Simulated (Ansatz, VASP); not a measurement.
## One calculation of Ta2N, two programs

```
Ta N
1.0
     3.06184    0.00000    0.00000
    -1.53092    2.65163    0.00000
     0.00000    0.00000    4.78716
Ta N
2 1
Direct
  0.66667 0.33333 0.74669
  0.33333 0.66667 0.25331
  0.00000 0.00000 0.00000
```

Alike in both runs: functional LDA; k mesh 15 × 15 × 10; occupations gaussian, width 0.1 eV; no spin polarisation.

Ansatz relaxed the structure, and its values are those at the end. VASP's run is a single point on that final structure, the one shown.

|  | VASP | Ansatz |
| --- | --- | --- |
| version | VASP 6.6.1 | Ansatz 0.2.0 |
| potentials or method | VASP PAW LDA potentials, release 64 (Ta_pv, N), cutoff 520 eV | scalar-relativistic, plane waves, PAW |
| valence electrons in the cell | 27 | 31 |

Ansatz gave:

| Item | Value |
| --- | --- |
| gap on the k mesh at the Fermi level (eV) | none |
| pressure (GPa) | 0.0 |
| rms of the force components (eV/Å) | 0.000 |

Task: Which values does VASP return?

Result: gap on the k mesh at the Fermi level (eV): none; pressure (GPa): 1.6; rms of the force components (eV/Å): 0.024.

Ansatz warns that its potentials were made for another functional, while VASP's fit it. LDA's correlation is that of Perdew and Zunger in VASP and of Perdew and Wang (1992) in Ansatz. A gap of «none» marks a metal or a gap that the smearing closes. VASP's potentials hold 27 valence electrons a cell and Ansatz's 31, so a difference there can come from the potentials and not from the codes.

Spin-orbit coupling is off throughout.
